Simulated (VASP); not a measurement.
# CrO2 (P-6m2) in VASP: notebook

CrO2 is run at these levels: PBE+D3(BJ); tasks: single point, relaxation of cell and atoms.

Program: VASP 6.6.1. These are calculated values, not measurements. Logs are shortened: lines on timing, memory, paths and dates and some standing lists are left out, and cuts for length are marked.

### Step 1. The cell of the first run

It takes space group P-6m2 (No. 187, hexagonal). The conventional cell has a = 2.609 Å, b = 2.609 Å, c = 5.263 Å, α = 90.00°, β = 90.00°, γ = 120.00°. Within 2.5 Å of Cr (site symmetry -6m2) lie 6 O at 1.90 Å. O (site symmetry 3m) has 3 Cr at 1.90 Å and 1 O at 2.31 Å within 2.5 Å.

### Step 2. Single point, PBE+D3(BJ)

INCAR

```
PREC = Accurate
ENCUT = 520
EDIFF = 1E-7
ISMEAR = 0
SIGMA = 0.01
LREAL = False
LASPH = True
NELM = 60
ALGO = Normal
ISIF = 2
LWAVE = False
LCHARG = False
GGA = PE
IVDW = 12
NBANDS = 19
```

KPOINTS

```
regular mesh
0
Gamma
  18 18 8
```

POSCAR

```
CrO2
1.0
    2.6091929735      0.0000000000      0.0000000000
   -1.3045964868      2.2596273984      0.0000000000
    0.0000000000      0.0000000000      5.2634679497
Cr O
1 2
Direct
    0.0000000000      0.0000000000      0.0000000000
    0.3333333333      0.6666666667      0.2196786648
    0.3333333333      0.6666666667      0.7803213352
```

Potentials or basis: VASP PAW PBE potentials, release 64 (Cr_pv, O).

Command:

```console
$ cat potpaw_PBE.64/Cr_pv/POTCAR potpaw_PBE.64/O/POTCAR > POTCAR
$ mpirun -np 1 vasp_std > vasp.out
```

OUTCAR:

```text
PREC = Accurate
   ENCUT = 520
   EDIFF = 1E-7
   ISMEAR = 0
   LREAL = False
   LASPH = True
   NELM = 60
   ISIF = 2
   GGA = PE
   IVDW = 12
 IVDW          = 12

 ion  position               nearest neighbor table
   1  0.000  0.000  0.000-   2 1.90   3 1.90   2 1.90   3 1.90   2 1.90   3 1.90
   2  0.333  0.667  0.220-   1 1.90   1 1.90   1 1.90
   3  0.333  0.667  0.780-   1 1.90   1 1.90   1 1.90

  LATTYP: Found a hexagonal cell.
 ALAT       =     2.6091929735
 C/A-ratio  =     2.0172781405

  Lattice vectors:

 A1 = (   2.6091929735,   0.0000000000,   0.0000000000)
 A2 = (  -1.3045964868,   2.2596273984,   0.0000000000)
 A3 = (   0.0000000000,   0.0000000000,   5.2634679497)

Analysis of symmetry for initial positions (statically):
=====================================================================
 Subroutine PRICEL returns:
 Original cell was already a primitive cell.

 Routine SETGRP: Setting up the symmetry group for a
 hexagonal supercell.

 Subroutine GETGRP returns: Found 12 space group operations
 (whereof 12 operations were pure point group operations)
 out of a pool of 24 trial point group operations.

The static configuration has the point symmetry D_3h.

Analysis of symmetry for dynamics (positions and initial velocities):
=====================================================================
 Subroutine PRICEL returns:
 Original cell was already a primitive cell.

 Routine SETGRP: Setting up the symmetry group for a
 hexagonal supercell.

 Subroutine GETGRP returns: Found 12 space group operations
 (whereof 12 operations were pure point group operations)
 out of a pool of 24 trial point group operations.

The dynamic configuration has the point symmetry D_3h.

 Subroutine INISYM returns: Found 12 space group operations
 (whereof 12 operations are pure point group operations),
 and found     1 'primitive' translations

----------------------------------------------------------------------------------------

                                     Primitive cell

  volume of cell :      31.0324

  direct lattice vectors                    reciprocal lattice vectors
     2.609192973  0.000000000  0.000000000     0.383260269  0.221275419  0.000000000
    -1.304596487  2.259627398  0.000000000     0.000000000  0.442550839  0.000000000
     0.000000000  0.000000000  5.263467950     0.000000000  0.000000000  0.189988808

  length of vectors
     2.609192973  2.609192974  5.263467950     0.442550839  0.442550839  0.189988808

  position of ions in fractional coordinates (direct lattice)
     0.000000000  0.000000000  0.000000000
[... 82 lines left out ...]
   EDIFFG = 0.1E-05   stopping-criterion for IOM
   NSW    =      0    number of steps for IOM
   IBRION =     -1    ionic relax: 0-MD 1-quasi-New 2-CG
   NFREE  =      0    steps in history (QN), initial steepest desc. (CG)
   ISIF   =      2    stress and relaxation
   ISYM   =      2    0-nonsym 1-usesym 2-fastsym
   POTIM  = 0.5000    time-step for ionic-motion
   TEBEG  =    0.0;   TEEND  =   0.0 temperature during run
   PSTRESS=    0.0 pullay stress
   NELECT =      24.0000    total number of electrons
   NUPDOWN=      -1.0000    fix difference up-down
   EMIN   =  10.00;   EMAX   =-10.00  energy-range for DOS
   EFERMI =   0.00;   METHOD = LEGACY
   ISMEAR =     0;   SIGMA  =   0.01  broadening in eV -4-tet -1-fermi 0-gaus
   EFERMI_NEDOS =   21; number of points for ismear=-14 and -15
   IALGO  =     38    algorithm
   IMIX   =      4    mixing-type and parameters
     AMIX     =   0.40;   BMIX     =  1.00
     AMIX_MAG =   1.60;   BMIX_MAG =  1.00
  volume/ion in A,a.u.               =      10.34        69.81
  Fermi-wavevector in a.u.,A,eV,Ry     =   1.502704  2.839700 30.723597  2.258121
  Thomas-Fermi vector in A             =   2.613910
   LORBIT       =      0    0 simple, 1 ext, 2 COOP (PROOUT), +10 PAW based schemes
   GGA     = PE    functional components
   LHFCALC =     F    Hartree Fock is set to
   AEXX    =    0.0000 exact exchange contribution
   IVDW    =    12    specifies the selected vdW correction
   LEPSILON=     F    determine dielectric tensor
   LRPA    =     F    only Hartree local field effects (RPA)
 non-spin polarized calculation
 Gauss-broadening in eV      SIGMA  =   0.01
  energy-cutoff  :      520.00
  volume of cell :       31.03
 maximum number of plane-waves:       860
 NGX is ok and might be reduce to    20
   NGX =  9   NGY =  9   NGZ = 19

 number of electron      24.0000006 magnetization

 Free energy of the ion-electron system (eV)
  ---------------------------------------------------
  ext. energy  EPLUGINS =         0.00000000
  ---------------------------------------------------
  free energy    TOTEN  =       -24.61680291 eV

  energy without entropy =      -24.61680291  energy(sigma->0) =      -24.61680291

 E-fermi :   4.8451     XC(G=0): -11.0570

 val. band max:        4.7169211392   @ k =   0.0000   0.0000   0.5000
 cond. band min:       4.9139986758   @ k =   0.3333   0.3333   0.0000
 fundamental gap:      0.1970775366
 Fermi energy:         4.8450589397

 k-point     1 :       0.0000    0.0000    0.0000
  band No.  band energies     occupation
      1     -39.8613      2.00000
      2     -39.6320      2.00000
      3     -39.6320      2.00000
      4     -16.1082      2.00000
      5     -14.2188      2.00000
      6      -2.8069      2.00000
[... 505 lines left out ...]
      6      -2.5809      2.00000
[... 11 lines left out ...]
     18      15.4543      0.00000
     19      17.6265      0.00000

 [... further k-points ...]

------------------------ aborting loop because EDIFF is reached ----------------------------------------

 Edisp (eV)   -0.50338

 E8    (eV) :    -0.1783

  FORCE on cell =-STRESS in cart. coord.  units (eV):
  Direction    XX          YY          ZZ          XY          YZ          ZX
  --------------------------------------------------------------------------------------
  -------------------------------------------------------------------------------------
  Total       0.21737     0.21737     0.23755    -0.00000     0.00000     0.00000
  in kB      11.22285    11.22285    12.26447    -0.00000     0.00000     0.00000
  external pressure =       11.57 kB  Pullay stress =        0.00 kB

 VOLUME and BASIS-vectors are now :
 -----------------------------------------------------------------------------
  energy-cutoff  :      520.00
  volume of cell :       31.03
      direct lattice vectors                 reciprocal lattice vectors
     2.609192973  0.000000000  0.000000000     0.383260269  0.221275419  0.000000000
    -1.304596487  2.259627398  0.000000000     0.000000000  0.442550839  0.000000000
     0.000000000  0.000000000  5.263467950     0.000000000  0.000000000  0.189988808

 POSITION                                       TOTAL-FORCE (eV/Angst)
 -----------------------------------------------------------------------------------
      0.00000      0.00000      0.00000         0.000000      0.000000      0.000000
     -0.00000      1.50642      1.15627        -0.000000     -0.000000      0.126447
     -0.00000      1.50642      4.10720         0.000000      0.000000     -0.126447
 -----------------------------------------------------------------------------------
    total drift:                                0.000001     -0.000001     -0.000000

  FREE ENERGIE OF THE ION-ELECTRON SYSTEM (eV)
  ---------------------------------------------------
  free  energy   TOTEN  =       -25.1201783555 eV

  energy  without entropy=      -25.1201783555  energy(sigma->0) =      -25.12017836
```

OSZICAR:

```text
N       E                     dE             d eps       ncg     rms          rms(c)
DAV:   1     0.243968863408E+03    0.24397E+03   -0.13928E+04  7030   0.138E+03
DAV:   2    -0.173293310724E+02   -0.26130E+03   -0.24965E+03  7585   0.391E+02
DAV:   3    -0.322328993416E+02   -0.14904E+02   -0.14800E+02  7894   0.105E+02
DAV:   4    -0.323975961796E+02   -0.16470E+00   -0.16446E+00  7955   0.117E+01
DAV:   5    -0.323989689057E+02   -0.13727E-02   -0.13718E-02  7477   0.111E+00    0.308E+01
DAV:   6    -0.359596423609E+02   -0.35607E+01   -0.16724E+02  8621   0.976E+01    0.407E+01
DAV:   7    -0.259100260059E+02    0.10050E+02   -0.12427E+02  7472   0.100E+02    0.112E+01
DAV:   8    -0.246917745440E+02    0.12183E+01   -0.59980E+00  7400   0.219E+01    0.341E+00
DAV:   9    -0.246436672491E+02    0.48107E-01   -0.29743E-01  7393   0.412E+00    0.189E+00
DAV:  10    -0.246269974344E+02    0.16670E-01   -0.31086E-01  7456   0.544E+00    0.104E+00
DAV:  11    -0.246168181504E+02    0.10179E-01   -0.53619E-02  7267   0.230E+00    0.244E-01
DAV:  12    -0.246173210804E+02   -0.50293E-03   -0.16937E-03  7045   0.356E-01    0.244E-01
DAV:  13    -0.246168299608E+02    0.49112E-03   -0.43470E-03  7097   0.651E-01    0.508E-02
DAV:  14    -0.246168047115E+02    0.25249E-04   -0.17781E-04  7264   0.132E-01    0.110E-02
DAV:  15    -0.246168032728E+02    0.14387E-05   -0.21634E-05  7135   0.328E-02    0.706E-03
DAV:  16    -0.246168029172E+02    0.35562E-06   -0.17415E-06  7309   0.942E-03    0.248E-03
DAV:  17    -0.246168029061E+02    0.11157E-07   -0.42577E-07  7081   0.570E-03
   1 F= -.25120178E+02 E0= -.25120178E+02  d E =-.367078E-25
```

stdout:

```text
POSCAR found type information on POSCAR CrO
 POSCAR found :  2 types and       3 ions
 scaLAPACK will be used
 LDA part: xc-table for (Slater+PW92), standard interpolation
 POSCAR, INCAR and KPOINTS ok, starting setup
 FFT: planning ... GRIDC
 FFT: planning ... GRID_SOFT
 FFT: planning ... GRID
 WAVECAR not read
 entering main loop
```

Wall time 1.8 min (1 thread of Intel Xeon 6975P-C (Granite Rapids), shared host); peak memory 0.22 GiB.

Results:

* Free energy: -25.1202 eV
* Pressure: 1.2 GPa
* Largest force: 0.126 eV/Å
* Band gap on the k mesh: 0.20 eV (least direct gap 1.45 eV)
* Dispersion energy per atom: -0.168 eV

Forces on the atoms (eV/Å):
```
Cr   0.000  0.000  0.000
O    0.000  0.000  0.126
O    0.000  0.000 -0.126
```

Levels at points of the mesh, in eV from the valence-band top:
```csv
k point,band 10,band 11,band 12,band 13,band 14,band 15
"(0.00, 0.00, 0.00)",-3.47,-2.25,-0.44,1.43,1.43,1.50
"(0.50, 0.00, 0.00)",-3.26,-2.59,-1.43,0.83,1.09,2.58
"(0.00, 0.00, 0.50)",-3.49,-3.38,0.00,1.45,1.45,1.49
"(0.50, 0.00, 0.50)",-3.22,-3.14,-1.24,0.84,1.13,2.37
```

Caveat: an empty level that is flat over the whole mesh can mark a ghost state of the potentials, or a narrow d or f band.

### Step 3. Relaxation of cell and atoms, PBE+D3(BJ)

This run uses another cell than the first one, of 10.43 Å³/atom.

INCAR

```
SYSTEM = CrO2
PREC = Accurate
ENCUT = 600
EDIFF = 1E-6
ISMEAR = 0
SIGMA = 0.01
LREAL = .FALSE.
LASPH = .TRUE.
NELM = 60
ALGO = Normal
ISIF = 3
LWAVE = .FALSE.
LCHARG = .FALSE.
GGA = PE
IVDW = 12
IBRION = 2
NSW = 80
EDIFFG = -0.01
```

KPOINTS

```
regular mesh
0
G
  18 18 8
  0 0 0
```

POSCAR

```
CrO2
1.0
    2.6090257099      0.0000000000      0.0000000000
   -1.3045128550      2.2594825439      0.0000000000
    0.0000000000      0.0000000000      5.3060747126
Cr O
1 2
Direct
    0.0000000000      0.0000000000      0.0000000000
    0.3333333333      0.6666666667      0.2179515247
    0.3333333333      0.6666666667      0.7820484753
```

Potentials or basis: VASP PAW PBE potentials, release 64 (Cr_pv, O).

Command:

```console
$ cat potpaw_PBE.64/Cr_pv/POTCAR potpaw_PBE.64/O/POTCAR > POTCAR
$ mpirun -np 1 vasp_std > vasp.out
```

Wall time 12 min (1 thread of Intel Xeon 6975P-C (Granite Rapids), shared host); peak memory 0.27 GiB.

Results (log left out):

```yaml
Free_energy: -25.1262 eV
Relaxed_volume: 10.27 Å³/atom
Relaxed_cell: a = 2.612 Å, b = 2.612 Å, c = 5.215 Å, α = 90.00°, β = 90.00°, γ = 120.00°
Space_group_after_relaxing_to_0.1_Å: P-6m2 (No. 187)
Energy_gained_by_relaxing: 0.6 meV/atom
Ionic_steps: 15
Pressure_after_relaxing: 0.1 GPa
Largest_force_after_relaxing: 0.009 eV/Å
Band_gap_on_the_k_mesh: 0.19 eV (least direct gap 1.43 eV)
Dispersion_energy_per_atom: -0.169 eV
```

Forces on the atoms (eV/Å):
```
Cr   0.000  0.000  0.000
O    0.000  0.000  0.009
O    0.000  0.000 -0.009
```

Step by step:
| step | energy change (eV) | largest force (eV/Å) | pressure (GPa) | volume (Å³) |
| --- | --- | --- | --- | --- |
| 1 | 0.0000 | 0.1261 | 0.77 | 31.28 |
| 2 | 0.0011 | 0.1887 | -1.94 | 31.51 |
| 3 | -0.0005 | 0.0130 | -0.14 | 31.36 |
| 4 | -0.0007 | 0.0276 | -0.26 | 31.34 |
| 5 | -0.0008 | 0.0648 | -0.36 | 31.29 |
| 6 | -0.0009 | 0.0641 | -0.38 | 31.28 |
| 7 | -0.0010 | 0.0576 | -0.38 | 31.23 |
| 8 | -0.0013 | 0.0469 | -0.37 | 31.15 |
| 9 | -0.0016 | 0.0250 | -0.42 | 30.98 |
| 10 | -0.0013 | 0.0157 | -0.51 | 30.63 |
| 11 | -0.0017 | 0.0170 | -0.43 | 30.88 |
| 12 | -0.0019 | 0.0119 | -0.06 | 30.82 |
| 13 | -0.0019 | 0.0111 | 0.01 | 30.81 |
| 14 | -0.0019 | 0.0074 | 0.23 | 30.78 |
| 15 | -0.0019 | 0.0093 | 0.10 | 30.80 |

Final structure:
```cif
data_structure
_symmetry_space_group_name_H-M 'P 1'
_symmetry_Int_Tables_number 1
_cell_length_a 2.6115
_cell_length_b 2.6115
_cell_length_c 5.2151
_cell_angle_alpha 90.000
_cell_angle_beta 90.000
_cell_angle_gamma 120.000
_cell_volume 30.80
loop_
_atom_site_label
_atom_site_type_symbol
_atom_site_fract_x
_atom_site_fract_y
_atom_site_fract_z
_atom_site_occupancy
Cr1 Cr 0.00000 0.00000 0.00000 1
O1 O 0.33333 0.66667 0.22219 1
O2 O 0.33333 0.66667 0.77781 1
```

Levels at points of the mesh, in eV from the valence-band top:
```csv
k point,band 8,band 9,band 10,band 11,band 12,band 13,band 14,band 15,band 16
"(0.00, 0.00, 0.00)",-4.82,-3.46,-3.46,-2.21,-0.47,1.40,1.40,1.49,1.49
"(0.50, 0.00, 0.00)",-5.81,-5.08,-3.26,-2.57,-1.45,0.82,1.08,2.56,2.94
"(0.00, 0.00, 0.50)",-4.80,-3.48,-3.48,-3.42,0.00,1.43,1.43,1.47,1.47
"(0.50, 0.00, 0.50)",-5.41,-5.11,-3.21,-3.18,-1.24,0.82,1.12,2.34,2.90
```

A k mesh can miss the band edges. Spin polarisation is off, so any magnetic state and its effect on volume and gap are missing.
